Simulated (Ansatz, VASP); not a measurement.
**KBr: VASP beside Ansatz**

```
K Br
1.0
     0.00000    3.27488    3.27488
     3.27488    0.00000    3.27488
     3.27488    3.27488    0.00000
K Br
1 1
Direct
  0.00000 0.00000 0.00000
  0.50000 0.50000 0.50000
```

Alike in both runs: functional PBEsol; k mesh 6 × 6 × 6; occupations gaussian, width 0.02 eV; no spin polarisation.

Ansatz relaxed the structure, and its values are those at the end. VASP's run is a single point on that final structure, the one shown.

|  | VASP | Ansatz |
| --- | --- | --- |
| version | VASP 6.6.1 | Ansatz 0.2.0 |
| potentials or method | VASP PAW PBE potentials, release 64 (K_sv, Br), cutoff 520 eV | scalar-relativistic, plane waves, PAW |
| valence electrons in the cell | 16 | 16 |

|  | VASP | Ansatz | Ansatz less VASP |
| --- | --- | --- | --- |
| gap on the k mesh at the Fermi level (eV) | 4.34 | 4.34 | +0.003 |
| least direct gap on the mesh (eV) | 4.34 | 4.34 | +0.003 |
| pressure (GPa) | 0.1 | 0.0 | -0.05 |

VASP's potentials were made for PBE, not for PBEsol. With one functional, cell and mesh, what is left measures potentials, basis and numerics.
